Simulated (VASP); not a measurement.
Ta2N:

```
Ta N
1.0
     3.13348    0.00000    0.00000
    -1.56674    2.71367    0.00000
     0.00000    0.00000    4.90209
Ta N
2 1
Direct
  0.33333 0.66667 0.25471
  0.66667 0.33333 0.74529
  0.00000 0.00000 0.00000
```

Base run:

- Program: VASP 6.6.1
- Functional: LDA
- Potentials or basis: VASP PAW LDA potentials, release 64 (Ta_sv_GW, N)
- Cutoff: 600 eV
- k mesh: 10 × 10 × 6
- Occupations: fermi-dirac, width 0.05 eV
- Spin: no spin polarisation

Its results: pressure -18.6 GPa; largest force 0.520 eV/Å.

Question: The run is repeated on the same cell with these changes: potentials or basis from VASP PAW LDA potentials, release 64 (Ta_sv_GW, N) to VASP PAW LDA potentials, release 64 (Ta_pv, N); cutoff from 600 eV to 520 eV; further incar settings from ALGO = Normal; EDIFF = 1e-06; NBANDS = 22 to ALGO = Normal; EDIFF = 1e-06; NBANDS = 20; valence electrons from 31 to 27. What comes out?

Answer: Pressure -18.1 GPa; largest force 0.509 eV/Å.
